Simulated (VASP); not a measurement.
Wanted: the native input for a VASP 6.6.1 run.

* Task: relaxation of the atoms
* Functional: r2SCAN
* Potentials or basis: VASP PAW PBE potentials, release 64 (Cs_sv, Br)
* Cutoff: 500 eV
* k mesh: 7 × 7 × 7
* Occupations: fermi-dirac, width 0.03 eV
* Spin: no spin polarisation
* Dipole correction: no
* Further INCAR settings: ALGO = Normal; EDIFF = 1e-07; IBRION = 2; EDIFFG = -0.01; NSW = 50

CsBr:

```xyz
2
Lattice="4.1381 0.0000 0.0000 0.0000 4.1381 0.0000 0.0000 0.0000 4.1381" Properties=species:S:1:pos:R:3 pbc="T T T"
Cs    0.0000    0.0000    0.0000
Br    2.0690    2.0690    2.0690
```

These files were run (other wordings do the same):

POSCAR

```
CsBr
1.0
    4.1380875024      0.0000000000      0.0000000000
    0.0000000000      4.1380875024      0.0000000000
    0.0000000000      0.0000000000      4.1380875024
Cs Br
1 1
Direct
    0.0000000000      0.0000000000      0.0000000000
    0.5000000000      0.5000000000      0.5000000000
```

INCAR.step1

```
  ALGO = Normal
  EDIFF = 1E-5
  EDIFFG = -0.01
  ENCUT = 500
  GGA = PE
  GGA_COMPAT = F
  IBRION = 2
  ISMEAR = -1
  LASPH = T
  LCHARG = F
  LREAL = F
  LWAVE = T
  NELM = 120
  NELMIN = 4
  NSW = 100
  PREC = Accurate
  SIGMA = 0.03
```

INCAR.step2

```
  ALGO = Normal
  EDIFF = 1E-7
  EDIFFG = -0.01
  ENCUT = 500
  GGA_COMPAT = F
  IBRION = 2
  ISIF = 2
  ISMEAR = -1
  ISTART = 1
  LASPH = T
  LCHARG = F
  LMIXTAU = T
  LREAL = F
  LWAVE = F
  METAGGA = R2SCAN
  NELM = 120
  NELMIN = 4
  NSW = 50
  PREC = Accurate
  SIGMA = 0.03
```

KPOINTS

```
k-points
0
Gamma
  7 7 7
```

Potentials or basis: VASP PAW PBE potentials, release 64 (Cs_sv, Br).

Run with:

```bash
$ cat potpaw_PBE.64/Cs_sv/POTCAR potpaw_PBE.64/Br/POTCAR > POTCAR
$ cp INCAR.step1 INCAR
$ mpirun -np 1 vasp_std > vasp.out
$ cp INCAR.step2 INCAR
$ mpirun -np 1 vasp_std > vasp.out
```

Results of the run:

The pressure after relaxing is 2.9 GPa and the band gap on the k mesh is 5.23 eV.

Caveat: the relaxation stopped at its first step, so nothing moved; the PAW data sets were made with another functional, which shifts forces and pressure a little; spin-orbit coupling is left out, which moves the levels of the heavy elements; an odd mesh through Γ misses points on the zone boundary, where band edges can lie.

Run time: 91 s on 1 thread of Intel Xeon 8259CL, with other jobs on the host, peak memory 0.18 GiB.
